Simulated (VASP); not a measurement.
# Si2W (I4/mmm) in VASP: notebook

Si2W is run at these levels: r2SCAN; tasks: single point.

All numbers are computed with VASP 6.6.1; they aren't measurements. Logs are shortened: lines on timing, memory, paths and dates and some standing lists are left out, and cuts for length are marked.

### 1 The cell of the first run

The structure is tetragonal, space group I4/mmm (No. 139). The conventional cell has a = 3.234 Å, b = 3.234 Å, c = 7.847 Å, α = 90.00°, β = 90.00°, γ = 90.00°. Within 3.4 Å of Si (site symmetry 4mm) lie 9 Si at 2.59 to 3.23 Å and 5 W at 2.63 Å. W (site symmetry 4/mmm) has 10 Si at 2.63 Å and 4 W at 3.23 Å within 3.5 Å.

### 2 Single point, r2SCAN (13.68 Å³/atom)

POSCAR reads:

```
Si2W
1.0
   -1.6171926181      1.6171926181      3.9236601658
    1.6171926181     -1.6171926181      3.9236601658
    1.6171926181      1.6171926181     -3.9236601658
Si W
2 1
Direct
    0.3351439271      0.3351439271      0.0000000000
    0.6648560729      0.6648560729      0.0000000000
    0.0000000000      0.0000000000      0.0000000000
```

INCAR.step1 reads:

```
SYSTEM = Si2W
  ALGO = Normal
  EDIFF = 1E-4
  ENCUT = 520
  GGA = PE
  ISMEAR = 0
  LASPH = .True.
  LCHARG = .False.
  LREAL = .False.
  LWAVE = .True.
  NBANDS = 18
  NELM = 80
  PREC = Accurate
  SIGMA = 0.05
```

INCAR.step2 reads:

```
SYSTEM = Si2W
  ALGO = Normal
  EDIFF = 1E-6
  ENCUT = 520
  ISIF = 2
  ISMEAR = 0
  ISTART = 1
  LASPH = .True.
  LCHARG = .True.
  LELF = .True.
  LMIXTAU = .True.
  LREAL = .False.
  LVHAR = .True.
  LWAVE = .False.
  METAGGA = R2SCAN
  NBANDS = 18
  NELM = 80
  PREC = Accurate
  SIGMA = 0.05
```

KPOINTS reads:

```
k-points
0
Gamma
  18 18 18
  0 0 0
```

Potentials or basis: VASP PAW PBE potentials, release 64 (Si, W_sv).

Launch:

```console
cat potpaw_PBE.64/Si/POTCAR potpaw_PBE.64/W_sv/POTCAR > POTCAR
cp INCAR.step1 INCAR
mpirun -np 1 vasp_std > vasp.out
cp INCAR.step2 INCAR
mpirun -np 1 vasp_std > vasp.out
```

OUTCAR:

```text
SYSTEM = Si2W
   EDIFF = 1E-6
   ENCUT = 520
   ISIF = 2
   ISMEAR = 0
   ISTART = 1
   LASPH = .True.
   LREAL = .False.
   METAGGA = R2SCAN
   NELM = 80
   PREC = Accurate

 ion  position               nearest neighbor table
   1  0.335  0.335  0.000-   2 2.59   3 2.63   3 2.63   3 2.63   3 2.63   3 2.63   2 2.65   2 2.65
                             2 2.65   2 2.65
   2  0.665  0.665  0.000-   1 2.59   3 2.63   3 2.63   3 2.63   3 2.63   3 2.63   1 2.65   1 2.65
                             1 2.65   1 2.65
   3  0.000  0.000  0.000-   2 2.63   1 2.63   2 2.63   1 2.63   2 2.63   1 2.63   1 2.63   2 2.63
                             1 2.63   2 2.63

  LATTYP: Found a body centered tetragonal cell.
 ALAT       =     3.2343852362
 C/A-ratio  =     2.4262169651

  Lattice vectors:

 A1 = (  -1.6171926181,   1.6171926181,   3.9236601658)
 A2 = (   1.6171926181,  -1.6171926181,   3.9236601658)
 A3 = (   1.6171926181,   1.6171926181,  -3.9236601658)

Analysis of symmetry for initial positions (statically):
=====================================================================
 Subroutine PRICEL returns:
 Original cell was already a primitive cell.

 Routine SETGRP: Setting up the symmetry group for a
 body centered tetragonal supercell.

 Subroutine GETGRP returns: Found 16 space group operations
 (whereof 16 operations were pure point group operations)
 out of a pool of 16 trial point group operations.

The static configuration has the point symmetry D_4h.

Analysis of symmetry for dynamics (positions and initial velocities):
=====================================================================
 Subroutine PRICEL returns:
 Original cell was already a primitive cell.

 Routine SETGRP: Setting up the symmetry group for a
 body centered tetragonal supercell.

 Subroutine GETGRP returns: Found 16 space group operations
 (whereof 16 operations were pure point group operations)
 out of a pool of 16 trial point group operations.

The dynamic configuration has the point symmetry D_4h.

 Subroutine INISYM returns: Found 16 space group operations
 (whereof 16 operations are pure point group operations),
 and found     1 'primitive' translations

----------------------------------------------------------------------------------------

                                     Primitive cell
[... 91 lines left out ...]
   ENCUT  =  520.0 eV  38.22 Ry    6.18 a.u.   8.44  8.44  8.44*2*pi/ulx,y,z
   NELM   =     80;   NELMIN=  2; NELMDL=  0     # of ELM steps
   EDIFF  = 0.1E-05   stopping-criterion for ELM
   LREAL  =      F    real-space projection
   EDIFFG = 0.1E-04   stopping-criterion for IOM
   NSW    =      0    number of steps for IOM
   IBRION =     -1    ionic relax: 0-MD 1-quasi-New 2-CG
   NFREE  =      0    steps in history (QN), initial steepest desc. (CG)
   ISIF   =      2    stress and relaxation
   ISYM   =      2    0-nonsym 1-usesym 2-fastsym
   POTIM  = 0.5000    time-step for ionic-motion
   TEBEG  =    0.0;   TEEND  =   0.0 temperature during run
   PSTRESS=    0.0 pullay stress
   NELECT =      22.0000    total number of electrons
   NUPDOWN=      -1.0000    fix difference up-down
   EMIN   =  10.00;   EMAX   =-10.00  energy-range for DOS
   EFERMI =   0.00;   METHOD = LEGACY
   ISMEAR =     0;   SIGMA  =   0.05  broadening in eV -4-tet -1-fermi 0-gaus
   EFERMI_NEDOS =   21; number of points for ismear=-14 and -15
   IALGO  =     38    algorithm
   IMIX   =      4    mixing-type and parameters
     AMIX     =   0.40;   BMIX     =  1.00
     AMIX_MAG =   1.60;   BMIX_MAG =  1.00
  volume/ion in A,a.u.               =      13.68        92.33
  Fermi-wavevector in a.u.,A,eV,Ry     =   1.329814  2.512983 24.060599  1.768404
  Thomas-Fermi vector in A             =   2.458948
   LORBIT       =      0    0 simple, 1 ext, 2 COOP (PROOUT), +10 PAW based schemes
   METAGGA = R2SCAN    functional components
   LHFCALC =     F    Hartree Fock is set to
   AEXX    =    0.0000 exact exchange contribution
   IVDW    =     0    specifies the selected vdW correction
   LEPSILON=     F    determine dielectric tensor
   LRPA    =     F    only Hartree local field effects (RPA)
 non-spin polarized calculation
 Gauss-broadening in eV      SIGMA  =   0.05
  energy-cutoff  :      520.00
  volume of cell :       41.05
 maximum number of plane-waves:      1130
 NGX is ok and might be reduce to    36
   NGX = 17   NGY = 17   NGZ = 17

 number of electron      22.0000000 magnetization

 Free energy of the ion-electron system (eV)
  ---------------------------------------------------
  ext. energy  EPLUGINS =         0.00000000
  ---------------------------------------------------
  free energy    TOTEN  =       -69.80619519 eV

  energy without entropy =      -69.80586197  energy(sigma->0) =      -69.80602858

 E-fermi :  11.7160     XC(G=0): -13.4230

 val. band max:       11.7157793909   @ k =  -0.3889  -0.4444   0.3889
 cond. band min:      11.7268148452   @ k =  -0.3333  -0.3333   0.2778
 fundamental gap:      0.0110354543
 Fermi energy:        11.7159724346

 k-point     1 :       0.0000    0.0000    0.0000
  band No.  band energies     occupation
      1     -64.0829      2.00000
      2     -27.6923      2.00000
      3     -27.6785      2.00000
      4     -27.6785      2.00000
      5      -3.0118      2.00000
      6       4.5725      2.00000
[... 481 lines left out ...]
      5      -2.0658      2.00000
      6       4.6922      2.00000
[... 10 lines left out ...]
     17      18.2097      0.00000
     18      20.3137      0.00000

 [... further k-points ...]

------------------------ aborting loop because EDIFF is reached ----------------------------------------

  FORCE on cell =-STRESS in cart. coord.  units (eV):
  Direction    XX          YY          ZZ          XY          YZ          ZX
  --------------------------------------------------------------------------------------
  -------------------------------------------------------------------------------------
  Total       -1.0494479     -1.0494479     -1.1013875      0.0000000      0.0000000      0.0000000
  in kB      -40.9634547    -40.9634547    -42.9908331      0.0000000      0.0000000      0.0000000
  external PRESSURE =     -41.6392475 kB  Pullay stress =       0.0000000 kB

 VOLUME and BASIS-vectors are now :
 -----------------------------------------------------------------------------
  energy-cutoff  :      520.00
  volume of cell :       41.05
      direct lattice vectors                 reciprocal lattice vectors
    -1.617192618  1.617192618  3.923660166     0.000000000  0.309177765  0.127432035
     1.617192618 -1.617192618  3.923660166     0.309177765  0.000000000  0.127432035
     1.617192618  1.617192618 -3.923660166     0.309177765  0.309177765  0.000000000

 POSITION                                       TOTAL-FORCE (eV/Angst)
 -----------------------------------------------------------------------------------
      0.00000      0.00000      2.62998         0.000000      0.000000     -0.004102
      0.00000      0.00000      5.21734        -0.000000     -0.000000      0.004102
      0.00000      0.00000      0.00000         0.000000      0.000000      0.000000
 -----------------------------------------------------------------------------------
    total drift:                               -0.000000      0.000000      0.000000

  FREE ENERGIE OF THE ION-ELECTRON SYSTEM (eV)
  ---------------------------------------------------
  free  energy   TOTEN  =       -69.8061951937 eV

  energy  without entropy=      -69.8058619709  energy(sigma->0) =      -69.80602858
```

OUTCAR.step1:

```text
SYSTEM = Si2W
   EDIFF = 1E-4
   ENCUT = 520
   GGA = PE
   ISMEAR = 0
   LASPH = .True.
   LREAL = .False.
   NELM = 80
[... 731 lines left out ...]
      0.00000      0.00000      2.62998        -0.000000     -0.000000     -0.093682
      0.00000      0.00000      5.21734         0.000000      0.000000      0.093682
      0.00000      0.00000      0.00000        -0.000000     -0.000000     -0.000000
 -----------------------------------------------------------------------------------
    total drift:                               -0.000000      0.000000      0.000000

  FREE ENERGIE OF THE ION-ELECTRON SYSTEM (eV)
  ---------------------------------------------------
  free  energy   TOTEN  =       -24.8144354929 eV

  energy  without entropy=      -24.8142068895  energy(sigma->0) =      -24.81432119
```

Run time: 54 min. Hardware: 1 thread of Oxide Virtual Turin-like, shared host; peak memory 0.44 GiB.

What came out:

```
Free energy            : -69.8062 eV
Pressure               : -4.2 GPa
Largest force          : 0.004 eV/Å
Band gap on the k mesh : zero (bands 11 and 12 overlap by 1.25 eV)
```

Forces on the atoms (eV/Å):
```
Si   0.000  0.000 -0.004
Si   0.000  0.000  0.004
W    0.000  0.000  0.000
```

Caveat: the cell stands under tension; the PAW data sets were made with another functional, which shifts forces and pressure a little; spin-orbit coupling is left out, which moves the levels of the heavy elements.

### 3 Single point, r2SCAN (13.95 Å³/atom)

This run uses another cell than the first one, of 13.95 Å³/atom.

POSCAR reads:

```
Si2W
1.0
   -1.6284987950      1.6284987950      3.9452376631
    1.6284987950     -1.6284987950      3.9452376631
    1.6284987950      1.6284987950     -3.9452376631
Si W
2 1
Direct
    0.3355354570      0.3355354570      0.0000000000
    0.6644645430      0.6644645430      0.0000000000
    0.0000000000      0.0000000000      0.0000000000
```

INCAR.step1 reads:

```
SYSTEM = Si2W
PREC = Accurate ; ENCUT = 520
ISMEAR = 0 ; SIGMA = 0.05
LREAL = .FALSE. ; LASPH = .TRUE.
NELM = 80 ; NBANDS = 18
GGA = PE ; ALGO = Normal
EDIFF = 1E-4 ; LWAVE = .TRUE.
LCHARG = .FALSE.
```

INCAR.step2 reads:

```
SYSTEM = Si2W
PREC = Accurate ; ENCUT = 520
EDIFF = 1E-6 ; ISMEAR = 0
SIGMA = 0.05 ; LREAL = .FALSE.
LASPH = .TRUE. ; NELM = 80
ALGO = Normal ; ISIF = 2
LWAVE = .FALSE. ; LCHARG = .FALSE.
METAGGA = R2SCAN ; LMIXTAU = .TRUE.
NBANDS = 18 ; ISTART = 1
```

KPOINTS reads:

```
Automatic mesh
0
G
  18 18 18
  0 0 0
```

Potentials or basis: VASP PAW PBE potentials, release 64 (Si, W_sv).

Launch:

```console
cat potpaw_PBE.64/Si/POTCAR potpaw_PBE.64/W_sv/POTCAR > POTCAR
cp INCAR.step1 INCAR
mpirun -np 1 vasp_std > vasp.out
cp INCAR.step2 INCAR
mpirun -np 1 vasp_std > vasp.out
```

Wall time 65 min (1 thread of Oxide Virtual Turin-like, shared host); peak memory 0.45 GiB.

The run converged. Its results:

```yaml
Free_energy: -69.7753 eV
Pressure: -8.1 GPa
Largest_force: 0.006 eV/Å
Band_gap_on_the_k_mesh: zero (bands 11 and 12 overlap by 1.20 eV)
```

Forces on the atoms (eV/Å):
```
Si   0.000  0.000 -0.006
Si   0.000  0.000  0.006
W    0.000  0.000  0.000
```

Stress tensor (GPa, compression positive):
```
-8.06  0.00  0.00
 0.00 -8.06  0.00
 0.00  0.00 -8.28
```

Levels at points of the mesh, in eV from the Fermi level:
```csv
k point,band 9,band 10,band 11,band 12,band 13,band 14
"(0.00, 0.00, 0.00)",-2.95,-2.95,0.52,2.78,3.01,3.01
"(0.50, 0.00, 0.00)",-2.94,-2.72,-0.46,2.80,2.86,4.09
"(0.50, 0.50, 0.00)",-5.17,-3.29,-2.02,2.95,3.08,3.21
"(0.50, 0.50, 0.50)",-0.98,-0.98,-0.52,-0.52,0.70,4.82
```

Caveat: the cell stands under tension; the PAW data sets were made with another functional, which shifts forces and pressure a little; spin-orbit coupling is left out, which moves the levels of the heavy elements.
